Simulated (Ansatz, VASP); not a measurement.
**Two plane-wave programs on Ge**

INCAR

```
PREC = Accurate
ENCUT = 520
EDIFF = 1E-6
ISMEAR = 0
SIGMA = 0.15
LREAL = False
LASPH = True
NELM = 60
ALGO = Normal
ISIF = 2
LWAVE = False
LCHARG = False
GGA = PS
NBANDS = 36
```

KPOINTS

```
regular mesh
0
Gamma
  12 12 8
```

File POSCAR:

```
Ge
1.0
    3.9969678618      0.0000000000      0.0000000000
   -1.9984839309      3.5220515313      0.0000000000
    0.0000000000      0.0000000000      6.5963651449
Ge
4
Direct
    0.6666666667      0.3333333333      0.0629118567
    0.3333333333      0.6666666667      0.5629118567
    0.6666666667      0.3333333333      0.4370881433
    0.3333333333      0.6666666667      0.9370881433
```

Input for Ansatz:

```yaml
crystal:
  lattice:
    - [3.9969678618, 0.0, 0.0]
    - [-1.9984839309, 3.5220515313, 0.0]
    - [0.0, 0.0, 6.5963651449]
  atoms:
    - { symbol: Ge, position: [0.6666666667, 0.3333333333, 0.0629118567] }
    - { symbol: Ge, position: [0.3333333333, 0.6666666667, 0.5629118567] }
    - { symbol: Ge, position: [0.6666666667, 0.3333333333, 0.4370881433] }
    - { symbol: Ge, position: [0.3333333333, 0.6666666667, 0.9370881433] }
basis:
  ecutwfc: 420
kpoints:
  mp_grid: { grid: [12, 12, 8] }
hamiltonian:
  xc: pbesol
scf:
  occupations: { method: gaussian, width: 0.15 }
output:
  forces: true
  stress: true
  eigenvalues: true
```

Change from the starting cell: strain +0.0175 x Voigt [0, 1, 0, 0, 0, 0], atoms carried along.

Alike in both runs: task single point; functional PBEsol; k mesh 12 × 12 × 8; occupations gaussian, width 0.15 eV; no spin polarisation.

```csv
,VASP,Ansatz
version,VASP 6.6.1,Ansatz 0.2.0
potentials or method,"VASP PAW PBE potentials, release 64 (Ge_d), cutoff 520 eV","scalar-relativistic, plane waves, PAW"
valence electrons in the cell,56,56
```

VASP gave:

| Property | Result |
| --- | --- |
| gap on the k mesh at the Fermi level (eV) | none |
| pressure (GPa) | -1.2 |
| traceless stress, the component that is largest in VASP (GPa) | -1.58 |
| rms of the force components (eV/Å) | 0.081 |

Task: Which values does Ansatz return?

Result: gap on the k mesh at the Fermi level (eV): none; pressure (GPa): -1.1; traceless stress, the component that is largest in VASP (GPa): -1.58; rms of the force components (eV/Å): 0.082.

VASP's potentials were made for PBE, not for PBEsol. Atom by atom the forces differ by 0.001 eV/Å (rms over components). A gap of «none» marks a metal or a gap that the smearing closes. The functional is the same, so the differences come from potentials, cutoffs and numerics.
